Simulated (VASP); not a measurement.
WS2, 6 atoms in the cell. The structure is hexagonal, space group P6_3/mmc (No. 194). The conventional cell has a = 3.170 Å, b = 3.170 Å, c = 12.491 Å, α = 90.00°, β = 90.00°, γ = 120.00°. W (site symmetry -6m2) has 6 S at 2.41 Å and 6 W at 3.17 Å within 3.2 Å. Within 3.2 Å of S (site symmetry 3m) lie 3 W at 2.41 Å and 7 S at 3.13 to 3.17 Å. 

| Property | Result |
| --- | --- |
| Program | VASP 6.6.1 |
| Task | single point |
| Functional | PBE |
| Potentials or basis | VASP PAW PBE potentials, release 64 (W_sv, S) |
| Cutoff | 520 eV |
| k mesh | 12 × 12 × 2 |
| Occupations | fermi-dirac, width 0.02 eV |
| Spin | no spin polarisation |
| Dipole correction | no |
| Further INCAR settings | ALGO = Normal; EDIFF = 1e-06; NBANDS = 35 |

Potentials or basis: VASP PAW PBE potentials, release 64 (W_sv, S).

Command:

```console
$ cat potpaw_PBE.64/W_sv/POTCAR potpaw_PBE.64/S/POTCAR > POTCAR
$ mpirun -np 1 vasp_std > vasp.out
```

Hardware: 1 thread of Intel(R) Xeon(R) 6975P-C (Granite Rapids), with other jobs on the host.

**Question.** How long does it take, and how much memory?

**Answer.** It took 65 s on 1 thread of Intel(R) Xeon(R) 6975P-C (Granite Rapids), with other jobs on the host, peak memory 0.28 GiB. Counts: scf iterations 15, k points 38.
